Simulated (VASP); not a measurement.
# Zn7Se8 (a cell with a defect) in VASP: relaxation of the atoms with LDA

Aim: the relaxation of the atoms of Zn7Se8 (a cell with a defect) with LDA.

All numbers are computed with VASP 6.6.1; they aren't measurements. Logs are shortened: lines on timing, memory, paths and dates and some standing lists are left out, and cuts for length are marked.

### Step 1. The cell of the first run

The cell holds a defect, 15 atoms: a = 7.874 Å, b = 7.874 Å, c = 7.874 Å, α = 60.00°, β = 60.00°, γ = 60.00°.

### Step 2. Relaxation of the atoms, LDA (atoms taken out)

Input file INCAR:

```
SYSTEM = Zn7Se8
ALGO     = Normal         ! electronic algorithm
EDIFF    = 1E-6           ! SCF threshold, eV
EDIFFG   = -0.02          ! ionic threshold
ENCUT    = 520            ! plane-wave cutoff, eV
GGA      = CA             ! functional
IBRION   = 2              ! ionic algorithm
ISIF     = 2              ! what is computed and relaxed
ISMEAR   = 0              ! smearing method
LASPH    = .TRUE.         ! aspherical terms in the spheres
LCHARG   = .FALSE.        ! write CHGCAR
LREAL    = Auto         
LWAVE    = .FALSE.        ! write WAVECAR
NELECT   = 134.0        
NELM     = 100            ! most SCF steps
NSW      = 80             ! ionic steps
PREC     = Accurate       ! precision mode
SIGMA    = 0.02           ! smearing width, eV
```

Input file KPOINTS:

```
k-points
0
G
  2 2 2
  0 0 0
```

Input file POSCAR:

```
Zn7Se8
1.0
    0.0000000000      5.5675272894     -5.5675272894
    5.5675272894      5.5675272894      0.0000000000
    5.5675272894      0.0000000000     -5.5675272894
Zn Se
7 8
Direct
    0.5000000000      0.5000000000      0.0000000000
    1.0000000000      0.5000000000      0.0000000000
    1.0000000000      0.0000000000      0.0000000000
    0.5000000000      0.5000000000      0.5000000000
    0.5000000000      0.0000000000      0.5000000000
    1.0000000000      0.5000000000      0.5000000000
    1.0000000000      0.0000000000      0.5000000000
    0.3750000000      0.3750000000      0.3750000000
    0.3750000000      0.8750000000      0.3750000000
    0.8750000000      0.3750000000      0.3750000000
    0.8750000000      0.8750000000      0.3750000000
    0.3750000000      0.3750000000      0.8750000000
    0.3750000000      0.8750000000      0.8750000000
    0.8750000000      0.3750000000      0.8750000000
    0.8750000000      0.8750000000      0.8750000000
```

Potentials or basis: VASP PAW LDA potentials, release 64 (Zn, Se).

The run is started by

```
> cat potpaw_LDA.64/Zn/POTCAR potpaw_LDA.64/Se/POTCAR > POTCAR
> mpirun -np 1 vasp_std > vasp.out
```

OUTCAR:

```text
SYSTEM = Zn7Se8
   EDIFF = 1E-6
   EDIFFG = -0.02
   ENCUT = 520
   GGA = CA
   IBRION = 2
   ISIF = 2
   ISMEAR = 0
   LASPH = .TRUE.
   LREAL = Auto
   NELECT = 134.0
   NELM = 100
   NSW = 80
   PREC = Accurate

 ion  position               nearest neighbor table
   1  0.500  0.500  0.000-   8 2.41  12 2.41  13 2.41  14 2.41
   2  0.000  0.500  0.000-  10 2.41  12 2.41  14 2.41  15 2.41
   3  0.000  0.000  0.000-  11 2.41  13 2.41  14 2.41  15 2.41
   4  0.500  0.500  0.500-   8 2.41   9 2.41  10 2.41  12 2.41
   5  0.500  0.000  0.500-   8 2.41   9 2.41  11 2.41  13 2.41
   6  0.000  0.500  0.500-   8 2.41  10 2.41  11 2.41  14 2.41
   7  0.000  0.000  0.500-   9 2.41  10 2.41  11 2.41  15 2.41
   8  0.375  0.375  0.375-   1 2.41   4 2.41   5 2.41   6 2.41
   9  0.375  0.875  0.375-   4 2.41   5 2.41   7 2.41
  10  0.875  0.375  0.375-   2 2.41   4 2.41   6 2.41   7 2.41
  11  0.875  0.875  0.375-   3 2.41   5 2.41   6 2.41   7 2.41
  12  0.375  0.375  0.875-   1 2.41   2 2.41   4 2.41
  13  0.375  0.875  0.875-   1 2.41   3 2.41   5 2.41
  14  0.875  0.375  0.875-   1 2.41   2 2.41   3 2.41   6 2.41
  15  0.875  0.875  0.875-   2 2.41   3 2.41   7 2.41

  LATTYP: Found a face centered cubic cell.
 ALAT       =    11.1350545788

  Lattice vectors:

 A1 = (   0.0000000000,   5.5675272894,  -5.5675272894)
 A2 = (   5.5675272894,   5.5675272894,   0.0000000000)
 A3 = (   5.5675272894,   0.0000000000,  -5.5675272894)

Analysis of symmetry for initial positions (statically):
=====================================================================
 Subroutine PRICEL returns:
 Original cell was already a primitive cell.

 Routine SETGRP: Setting up the symmetry group for a
 face centered cubic supercell.

 Subroutine GETGRP returns: Found 24 space group operations
 (whereof  4 operations were pure point group operations)
 out of a pool of 48 trial point group operations.

The static configuration has the point symmetry C_2v.
 The point group associated with its full space group is T_d .

Analysis of symmetry for dynamics (positions and initial velocities):
=====================================================================
 Subroutine PRICEL returns:
 Original cell was already a primitive cell.

 Routine SETGRP: Setting up the symmetry group for a
 face centered cubic supercell.

 Subroutine GETGRP returns: Found 24 space group operations
 (whereof  4 operations were pure point group operations)
 out of a pool of 48 trial point group operations.

[... 114 lines left out ...]
   TEBEG  =    0.0;   TEEND  =   0.0 temperature during run
   PSTRESS=    0.0 pullay stress
   NELECT =     134.0000    total number of electrons
   NUPDOWN=      -1.0000    fix difference up-down
   EMIN   =  10.00;   EMAX   =-10.00  energy-range for DOS
   EFERMI =   0.00;   METHOD = LEGACY
   ISMEAR =     0;   SIGMA  =   0.02  broadening in eV -4-tet -1-fermi 0-gaus
   EFERMI_NEDOS =   21; number of points for ismear=-14 and -15
   IALGO  =     38    algorithm
   IMIX   =      4    mixing-type and parameters
     AMIX     =   0.40;   BMIX     =  1.00
     AMIX_MAG =   1.60;   BMIX_MAG =  1.00
  volume/ion in A,a.u.               =      23.01       155.28
  Fermi-wavevector in a.u.,A,eV,Ry     =   1.194274  2.256851 19.405868  1.426291
  Thomas-Fermi vector in A             =   2.330268
   LORBIT       =      0    0 simple, 1 ext, 2 COOP (PROOUT), +10 PAW based schemes
   GGA     = CA    functional components
   LHFCALC =     F    Hartree Fock is set to
   AEXX    =    0.0000 exact exchange contribution
   IVDW    =     0    specifies the selected vdW correction
   LEPSILON=     F    determine dielectric tensor
   LRPA    =     F    only Hartree local field effects (RPA)
 conjugate gradient relaxation of ions
 non-spin polarized calculation
 Gauss-broadening in eV      SIGMA  =   0.02
  energy-cutoff  :      520.00
  volume of cell :      345.16
 maximum number of plane-waves:      9377
 NGX is ok and might be reduce to    60
   NGX = 29   NGY = 29   NGZ = 29

--------------------------------------- Ionic step        1  -------------------------------------------

 number of electron     133.9999908 magnetization

 Free energy of the ion-electron system (eV)
  ---------------------------------------------------
  ext. energy  EPLUGINS =         0.00000000
  ---------------------------------------------------
  free energy    TOTEN  =       -49.62153989 eV

  energy without entropy =      -49.62153989  energy(sigma->0) =      -49.62153989

------------------------ aborting loop because EDIFF is reached ----------------------------------------

  FORCE on cell =-STRESS in cart. coord.  units (eV):
  Direction    XX          YY          ZZ          XY          YZ          ZX
  --------------------------------------------------------------------------------------
  -------------------------------------------------------------------------------------
  Total       15.0449214     15.0449214     15.0449214      0.0000000      0.0000000      0.0000000
  in kB       69.8366578     69.8366578     69.8366578      0.0000000      0.0000000      0.0000000
  external PRESSURE =      69.8366578 kB  Pullay stress =       0.0000000 kB
[... 330 lines left out ...]
--------------------------------------- Ionic step        8  -------------------------------------------

 number of electron     134.0000059 magnetization

 Free energy of the ion-electron system (eV)
  ---------------------------------------------------
  ext. energy  EPLUGINS =         0.00000000
  ---------------------------------------------------
  free energy    TOTEN  =       -50.24408197 eV

  energy without entropy =      -50.24408197  energy(sigma->0) =      -50.24408197

 E-fermi :   2.0037     XC(G=0):  -9.7781

 val. band max:        1.8967361038   @ k =   0.0000   0.0000   0.0000
 cond. band min:       3.0991488171   @ k =   0.0000   0.0000   0.0000
 fundamental gap:      1.2024127134
 Fermi energy:         2.0037222492

 k-point     1 :       0.0000    0.0000    0.0000
  band No.  band energies     occupation
      1     -11.7391      2.00000
      2     -10.9044      2.00000
      3     -10.9044      2.00000
      4     -10.9044      2.00000
      5     -10.6924      2.00000
      6     -10.3693      2.00000
[... 235 lines left out ...]
     78       7.2696      0.00000
     79       7.6569      0.00000
 [bands above 79 left out]

------------------------ aborting loop because EDIFF is reached ----------------------------------------

  FORCE on cell =-STRESS in cart. coord.  units (eV):
  Direction    XX          YY          ZZ          XY          YZ          ZX
  --------------------------------------------------------------------------------------
  -------------------------------------------------------------------------------------
  Total       12.1037754     12.1037754     12.1037754      0.0000000     -0.0000000      0.0000000
  in kB       56.1842232     56.1842232     56.1842232      0.0000000     -0.0000000      0.0000000
  external PRESSURE =      56.1842232 kB  Pullay stress =       0.0000000 kB
[... 30 lines left out ...]
  FREE ENERGIE OF THE ION-ELECTRON SYSTEM (eV)
  ---------------------------------------------------
  free  energy   TOTEN  =       -50.2440819723 eV

  energy  without entropy=      -50.2440819723  energy(sigma->0) =      -50.24408197

 reached required accuracy - stopping structural energy minimisation
```

OSZICAR:

```text
N       E                     dE             d eps       ncg     rms          rms(c)
DAV:   1     0.118148769835E+04    0.11815E+04   -0.58744E+04   480   0.188E+03
DAV:   2     0.147838061851E+03   -0.10336E+04   -0.99889E+03   480   0.466E+02
DAV:   3    -0.412917280714E+02   -0.18913E+03   -0.18397E+03   536   0.173E+02
[... 69 lines left out ...]
DAV:   1    -0.502439556901E+02   -0.25636E-03   -0.13076E-01   480   0.130E+00    0.686E-02
DAV:   2    -0.502440931260E+02   -0.13744E-03   -0.17031E-03   528   0.138E-01    0.331E-02
DAV:   3    -0.502440865324E+02    0.65936E-05   -0.35037E-05   544   0.239E-02    0.253E-02
DAV:   4    -0.502440823725E+02    0.41599E-05   -0.70140E-06   472   0.170E-02    0.865E-03
DAV:   5    -0.502440819723E+02    0.40024E-06   -0.47897E-06   512   0.941E-03
   8 F= -.50244082E+02 E0= -.50244082E+02  d E =-.383638E-03
```

CONTCAR:

```text
Zn7Se8
   1.00000000000000
     0.0000000000000000    5.5675272894000001   -5.5675272894000001
     5.5675272894000001    5.5675272894000001    0.0000000000000000
     5.5675272894000001    0.0000000000000000   -5.5675272894000001
  Zn              Se
     7     8
Direct
     0.4866924033866000    0.5133075966134001    0.9866924033865999
[... 19 lines left out ...]
  0.00000000E+00  0.00000000E+00  0.00000000E+00
  0.00000000E+00  0.00000000E+00  0.00000000E+00
  0.00000000E+00  0.00000000E+00  0.00000000E+00
  0.00000000E+00  0.00000000E+00  0.00000000E+00
  0.00000000E+00  0.00000000E+00  0.00000000E+00
  0.00000000E+00  0.00000000E+00  0.00000000E+00
  0.00000000E+00  0.00000000E+00  0.00000000E+00
  0.00000000E+00  0.00000000E+00  0.00000000E+00
  0.00000000E+00  0.00000000E+00  0.00000000E+00
  0.00000000E+00  0.00000000E+00  0.00000000E+00
  0.00000000E+00  0.00000000E+00  0.00000000E+00
```

It took 20 min on 1 thread of Intel Xeon 8259CL, shared host; peak memory 0.41 GiB.

Results:

| Property | Result |
| --- | --- |
| Free energy | -50.2441 eV |
| Energy gained by relaxing | 41.5 meV/atom |
| Ionic steps | 8 |
| Largest force after relaxing | 0.012 eV/Å |

Forces in eV/Å, atoms in the order of the input:
```
Zn   0.000  0.000 -0.012
Zn   0.000 -0.012  0.000
Zn   0.012  0.000  0.000
Zn  -0.012  0.000  0.000
Zn   0.000  0.012  0.000
Zn   0.000  0.000  0.000
Zn   0.000  0.000  0.012
Se   0.003 -0.003  0.003
Se   0.000  0.000  0.000
Se   0.003  0.003 -0.003
Se  -0.003 -0.003 -0.003
Se   0.000  0.000  0.000
Se   0.000  0.000  0.000
Se  -0.003  0.003  0.003
Se   0.000  0.000  0.000
```

Step by step:
| step | energy change (eV) | largest force (eV/Å) | pressure (GPa) |
| --- | --- | --- | --- |
| 1 | 0.0000 | 0.9618 | 6.98 |
| 2 | -0.2931 | 0.6073 | 6.78 |
| 3 | -0.5777 | 0.3915 | 6.30 |
| 4 | -0.5783 | 0.3800 | 6.31 |
| 5 | -0.6171 | 0.1294 | 5.82 |
| 6 | -0.6221 | 0.0352 | 5.58 |
| 7 | -0.6222 | 0.0290 | 5.63 |
| 8 | -0.6225 | 0.0121 | 5.62 |

Final structure:
```xyz
15
Lattice="0.0000 5.5675 -5.5675 5.5675 5.5675 0.0000 5.5675 0.0000 -5.5675" Properties=species:S:1:pos:R:3 pbc="T T T"
Zn    8.3513    5.5675   -8.2031
Zn    8.3513    2.9319   -5.5675
Zn   10.9869    5.5675   -5.5675
Zn    5.7157    5.5675   -5.5675
Zn    8.3513    8.2031   -5.5675
Zn    5.5675    2.7838   -2.7838
Zn    8.3513    5.5675   -2.9319
Se    4.1632    4.1881   -4.1881
Se    6.8716    7.0472   -4.0878
Se    4.1632    6.9469   -6.9469
Se    6.9719    9.7557   -6.9469
Se    6.8716    4.0878   -7.0472
Se    9.8310    7.0472   -7.0472
Se    6.9719    6.9469   -9.7557
Se    9.8310    9.6554   -9.6554
```

Caveat: the k points lie up to 0.49 Å⁻¹ apart; the cell carries a net charge on a neutralising background, which shifts energy and pressure; the cell differs from its parent crystal (atoms taken out); the cell is charged against a uniform background, so pressure and absolute levels hang on convention.
